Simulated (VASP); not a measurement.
# BaTlN in VASP: a series of runs

BaTlN is run at these levels: PBE; tasks: single point, relaxation of cell and atoms.

All numbers are computed with VASP 6.6.1; they aren't measurements. Logs are shortened: lines on timing, memory, paths and dates and some standing lists are left out, and cuts for length are marked.

### 1 The cell of the first run

Symmetry: P4/mmm, No. 123, tetragonal system. The conventional cell has a = 4.177 Å, b = 4.177 Å, c = 4.773 Å, α = 90.00°, β = 90.00°, γ = 90.00°. Ba (site symmetry 4/mmm) has 2 N at 2.39 Å within 3.2 Å. Tl (site symmetry 4/mmm) has 4 N at 2.95 Å and 8 Ba at 3.80 Å within 3.9 Å. Within 3.2 Å of N (site symmetry 4/mmm) lie 2 Ba at 2.39 Å and 4 Tl at 2.95 Å.

The cell was generated, and may not be a known phase.

### 2 Single point, PBE

The input, INCAR:

```
SYSTEM = BaTlN
PREC = Accurate
ENCUT = 600
EDIFF = 1E-6
ISMEAR = 0
SIGMA = 0.15
LREAL = .FALSE.
LASPH = .TRUE.
NELM = 120
ALGO = Normal
ISIF = 2
LWAVE = .FALSE.
LCHARG = .TRUE.
GGA = PE
LELF = .TRUE.
LVHAR = .TRUE.
NBANDS = 21
GGA_COMPAT = .FALSE.
```

The input, KPOINTS:

```
Automatic mesh
0
G
  3 3 3
  0 0 0
```

The input, POSCAR:

```
BaTlN
1.0
    4.1773170292      0.0000000000      0.0000000000
    0.0000000000      4.1773170292      0.0000000000
    0.0000000000      0.0000000000      4.7728510468
Ba Tl N
1 1 1
Direct
    0.0000000000      0.0000000000      0.5000000000
    0.5000000000      0.5000000000      0.0000000000
    0.0000000000      0.0000000000      0.0000000000
```

Potentials or basis: VASP PAW PBE potentials, release 64 (Ba_sv, Tl_d, N).

Command:

```sh
> cat potpaw_PBE.64/Ba_sv/POTCAR potpaw_PBE.64/Tl_d/POTCAR potpaw_PBE.64/N/POTCAR > POTCAR
> mpirun -np 1 vasp_std > vasp.out
```

OUTCAR:

```text
SYSTEM = BaTlN
   PREC = Accurate
   ENCUT = 600
   EDIFF = 1E-6
   ISMEAR = 0
   LREAL = .FALSE.
   LASPH = .TRUE.
   NELM = 120
   ISIF = 2
   GGA = PE

 ion  position               nearest neighbor table
   1  0.000  0.000  0.500-   3 2.39   3 2.39   2 3.80   2 3.80   2 3.80   2 3.80   2 3.80   2 3.80
                             2 3.80   2 3.80
   2  0.500  0.500  0.000-   3 2.95   3 2.95   3 2.95   3 2.95   1 3.80   1 3.80   1 3.80   1 3.80
                             1 3.80   1 3.80   1 3.80   1 3.80
   3  0.000  0.000  0.000-   1 2.39   1 2.39   2 2.95   2 2.95   2 2.95   2 2.95

  LATTYP: Found a simple tetragonal cell.
 ALAT       =     4.1773170292
 C/A-ratio  =     1.1425637589

  Lattice vectors:

 A1 = (   4.1773170292,   0.0000000000,   0.0000000000)
 A2 = (   0.0000000000,   4.1773170292,   0.0000000000)
 A3 = (   0.0000000000,   0.0000000000,   4.7728510468)

Analysis of symmetry for initial positions (statically):
=====================================================================
 Subroutine PRICEL returns:
 Original cell was already a primitive cell.

 Routine SETGRP: Setting up the symmetry group for a
 simple tetragonal supercell.

 Subroutine GETGRP returns: Found 16 space group operations
 (whereof 16 operations were pure point group operations)
 out of a pool of 16 trial point group operations.

The static configuration has the point symmetry D_4h.

Analysis of symmetry for dynamics (positions and initial velocities):
=====================================================================
 Subroutine PRICEL returns:
 Original cell was already a primitive cell.

 Routine SETGRP: Setting up the symmetry group for a
 simple tetragonal supercell.

 Subroutine GETGRP returns: Found 16 space group operations
 (whereof 16 operations were pure point group operations)
 out of a pool of 16 trial point group operations.

The dynamic configuration has the point symmetry D_4h.

 Subroutine INISYM returns: Found 16 space group operations
 (whereof 16 operations are pure point group operations),
 and found     1 'primitive' translations

----------------------------------------------------------------------------------------

                                     Primitive cell

  volume of cell :      83.2861

  direct lattice vectors                    reciprocal lattice vectors
     4.177317029  0.000000000  0.000000000     0.239388103  0.000000000  0.000000000
     0.000000000  4.177317029  0.000000000     0.000000000  0.239388103  0.000000000
     0.000000000  0.000000000  4.772851047     0.000000000  0.000000000  0.209518376

  length of vectors
     4.177317029  4.177317029  4.772851047     0.239388103  0.239388103  0.209518376

  position of ions in fractional coordinates (direct lattice)
     0.000000000  0.000000000  0.500000000
     0.500000000  0.500000000  0.000000000
     0.000000000  0.000000000  0.000000000

  ion indices of the primitive-cell ions
   primitive index   ion index
                 1           1
                 2           2
                 3           3

----------------------------------------------------------------------------------------

 KPOINTS: Automatic mesh

Automatic generation of k-mesh.
 Grid dimensions read from file:
 generate k-points for:    3    3    3

 Generating k-lattice:

  Cartesian coordinates                     Fractional coordinates (reciprocal lattice)
     0.079796034  0.000000000  0.000000000     0.333333333  0.000000000  0.000000000
     0.000000000  0.079796034  0.000000000     0.000000000  0.333333333  0.000000000
     0.000000000  0.000000000  0.069839459     0.000000000  0.000000000  0.333333333

  Length of vectors
     0.079796034  0.079796034  0.069839459

  Shift w.r.t. Gamma in fractional coordinates (k-lattice)
     0.000000000  0.000000000  0.000000000

 Subroutine IBZKPT returns following result:
 ===========================================

 Found      6 irreducible k-points:

 Following reciprocal coordinates:
            Coordinates               Weight
  0.000000  0.000000  0.000000      1.000000
  0.333333  0.000000  0.000000      4.000000
  0.333333  0.333333  0.000000      4.000000
  0.000000  0.000000  0.333333      2.000000
  0.333333  0.000000  0.333333      8.000000
  0.333333  0.333333  0.333333      8.000000
   k-points           NKPTS =      6   k-points in BZ     NKDIM =      6   number of bands    NBANDS=     21
   number of dos      NEDOS =    301   number of ions     NIONS =      3
   total plane-waves  NPLWV =  51840
   dimension x,y,z NGX =    36 NGY =   36 NGZ =   40
   dimension x,y,z NGXF=    72 NGYF=   72 NGZF=   80
   ions per type =               1   1   1
   NGX,Y,Z   is equivalent  to a cutoff of  14.33, 14.33, 13.93 a.u.
   NGXF,Y,Z  is equivalent  to a cutoff of  28.65, 28.65, 27.87 a.u.
 SYSTEM =  BaTlN
   PREC   = accura    normal or accurate (medium, high low for compatibility)
   ISTART =      0    job   : 0-new  1-cont  2-samecut
   ICHARG =      2    charge: 1-file 2-atom 10-const
   ISPIN  =      1    spin polarized calculation?
   LNONCOLLINEAR =      F non collinear calculations
   LSORBIT =      F    spin-orbit coupling
   LASPH  =      T    aspherical Exc in radial PAW
   ENCUT  =  600.0 eV  44.10 Ry    6.64 a.u.   8.34  8.34  9.53*2*pi/ulx,y,z
   NELM   =    120;   NELMIN=  2; NELMDL= -5     # of ELM steps
   EDIFF  = 0.1E-05   stopping-criterion for ELM
   LREAL  =      F    real-space projection
   EDIFFG = 0.1E-04   stopping-criterion for IOM
   NSW    =      0    number of steps for IOM
   IBRION =     -1    ionic relax: 0-MD 1-quasi-New 2-CG
   NFREE  =      0    steps in history (QN), initial steepest desc. (CG)
   ISIF   =      2    stress and relaxation
   ISYM   =      2    0-nonsym 1-usesym 2-fastsym
   POTIM  = 0.5000    time-step for ionic-motion
   TEBEG  =    0.0;   TEEND  =   0.0 temperature during run
   PSTRESS=    0.0 pullay stress
   NELECT =      28.0000    total number of electrons
   NUPDOWN=      -1.0000    fix difference up-down
   EMIN   =  10.00;   EMAX   =-10.00  energy-range for DOS
   EFERMI =   0.00;   METHOD = LEGACY
   ISMEAR =     0;   SIGMA  =   0.15  broadening in eV -4-tet -1-fermi 0-gaus
   EFERMI_NEDOS =   21; number of points for ismear=-14 and -15
   IALGO  =     38    algorithm
   IMIX   =      4    mixing-type and parameters
     AMIX     =   0.40;   BMIX     =  1.00
     AMIX_MAG =   1.60;   BMIX_MAG =  1.00
  volume/ion in A,a.u.               =      27.76       187.35
  Fermi-wavevector in a.u.,A,eV,Ry     =   1.138335  2.151140 17.630505  1.295806
  Thomas-Fermi vector in A             =   2.275039
   LORBIT       =      0    0 simple, 1 ext, 2 COOP (PROOUT), +10 PAW based schemes
   GGA     = PE    functional components
   LHFCALC =     F    Hartree Fock is set to
   AEXX    =    0.0000 exact exchange contribution
   IVDW    =     0    specifies the selected vdW correction
   LEPSILON=     F    determine dielectric tensor
   LRPA    =     F    only Hartree local field effects (RPA)
 non-spin polarized calculation
 Gauss-broadening in eV      SIGMA  =   0.15
  energy-cutoff  :      600.00
  volume of cell :       83.29
 maximum number of plane-waves:      2807
 NGX is ok and might be reduce to    36
   NGX = 17   NGY = 17   NGZ = 19

 number of electron      27.9999999 magnetization

 Free energy of the ion-electron system (eV)
  ---------------------------------------------------
  ext. energy  EPLUGINS =         0.00000000
  ---------------------------------------------------
  free energy    TOTEN  =       -11.34956248 eV

  energy without entropy =      -11.32832227  energy(sigma->0) =      -11.33894238

 E-fermi :   3.6131     XC(G=0):  -9.1861

 val. band max:        3.5103330593   @ k =   0.3333   0.3333   0.3333
 cond. band min:       3.7972120075   @ k =   0.3333   0.0000   0.3333
 fundamental gap:      0.2868789482
 Fermi energy:         3.6131003505

 k-point     1 :       0.0000    0.0000    0.0000
  band No.  band energies     occupation
      1     -23.8407      2.00000
      2      -9.4441      2.00000
      3      -9.1790      2.00000
      4      -9.0152      2.00000
      5      -9.0152      2.00000
      6      -7.5108      2.00000
[... 13 lines left out ...]
     20       8.9482      0.00000
     21       8.9482      0.00000

 k-point     2 :       0.3333    0.0000    0.0000
  band No.  band energies     occupation
      1     -23.8143      2.00000
      2      -9.4503      2.00000
      3      -9.4337      2.00000
      4      -8.9993      2.00000
      5      -8.9812      2.00000
      6      -7.5155      2.00000
[... 13 lines left out ...]
     20       8.4605      0.00000
     21       9.8695      0.00000

 k-point     3 :       0.3333    0.3333    0.0000
  band No.  band energies     occupation
      1     -23.7890      2.00000
      2      -9.3839      2.00000
      3      -9.3768      2.00000
      4      -9.3435      2.00000
      5      -9.0447      2.00000
      6      -7.5394      2.00000
[... 13 lines left out ...]
     20       9.0764      0.00000
     21       9.8158      0.00000

 k-point     4 :       0.0000    0.0000    0.3333
  band No.  band energies     occupation
      1     -23.8222      2.00000
      2     -11.2050      2.00000
      3      -9.0150      2.00000
      4      -9.0150      2.00000
      5      -7.5708      2.00000
      6      -7.4872      2.00000
[... 13 lines left out ...]
     20      10.3476      0.00000
     21      10.5339      0.00000

 k-point     5 :       0.3333    0.0000    0.3333
  band No.  band energies     occupation
      1     -23.7966      2.00000
      2     -11.0998      2.00000
      3      -9.3869      2.00000
      4      -8.9641      2.00000
      5      -7.5586      2.00000
      6      -7.5233      2.00000
[... 13 lines left out ...]
     20       9.0903      0.00000
     21      10.0965      0.00000

 k-point     6 :       0.3333    0.3333    0.3333
  band No.  band energies     occupation
      1     -23.7715      2.00000
      2     -11.0706      2.00000
      3      -9.3458      2.00000
      4      -9.3453      2.00000
      5      -7.5378      2.00000
      6      -7.4906      2.00000
[... 13 lines left out ...]
     20       9.8017      0.00000
     21      10.4020      0.00000

------------------------ aborting loop because EDIFF is reached ----------------------------------------

  FORCE on cell =-STRESS in cart. coord.  units (eV):
  Direction    XX          YY          ZZ          XY          YZ          ZX
  --------------------------------------------------------------------------------------
  -------------------------------------------------------------------------------------
  Total       -0.0395699     -0.0395699      1.5596259      0.0000000     -0.0000000      0.0000000
  in kB       -0.7612071     -0.7612071     30.0025575      0.0000000     -0.0000000      0.0000000
  external PRESSURE =       9.4933811 kB  Pullay stress =       0.0000000 kB

 VOLUME and BASIS-vectors are now :
 -----------------------------------------------------------------------------
  energy-cutoff  :      600.00
  volume of cell :       83.29
      direct lattice vectors                 reciprocal lattice vectors
     4.177317029  0.000000000  0.000000000     0.239388103  0.000000000  0.000000000
     0.000000000  4.177317029  0.000000000     0.000000000  0.239388103  0.000000000
     0.000000000  0.000000000  4.772851047     0.000000000  0.000000000  0.209518376

 POSITION                                       TOTAL-FORCE (eV/Angst)
 -----------------------------------------------------------------------------------
      0.00000      0.00000      2.38643         0.000000      0.000000      0.000000
      2.08866      2.08866      0.00000         0.000000      0.000000      0.000000
      0.00000      0.00000      0.00000         0.000000      0.000000      0.000000
 -----------------------------------------------------------------------------------
    total drift:                                0.000000      0.000000     -0.000000

  FREE ENERGIE OF THE ION-ELECTRON SYSTEM (eV)
  ---------------------------------------------------
  free  energy   TOTEN  =       -11.3495624848 eV

  energy  without entropy=      -11.3283222723  energy(sigma->0) =      -11.33894238
```

Wall time 13 s (1 thread of Intel Xeon Platinum 8375C at 2.90GHz (Ice Lake), shared host); peak memory 0.22 GiB.

Results:

```yaml
Free_energy: -11.3496 eV
Pressure: 0.9 GPa
Band_gap_on_the_k_mesh: zero (bands 14 and 15 overlap by 2.21 eV)
```

Levels at points of the mesh, in eV from the Fermi level:
```tsv
k point	band 10	band 11	band 12	band 13	band 14	band 15	band 16	band 17
(0.00, 0.00, 0.00)	-10.97	-5.83	-1.28	-1.28	0.83	1.29	2.08	2.21
```

Caveat: the k points lie up to 0.50 Å⁻¹ apart, too coarse for converged energies and pressures of a metal; spin-orbit coupling is left out, which moves the levels of the heavy elements.

(Continued in part 2 of 2.)

The gap in the log of VASP goes by the Fermi energy; the results here count the filled bands.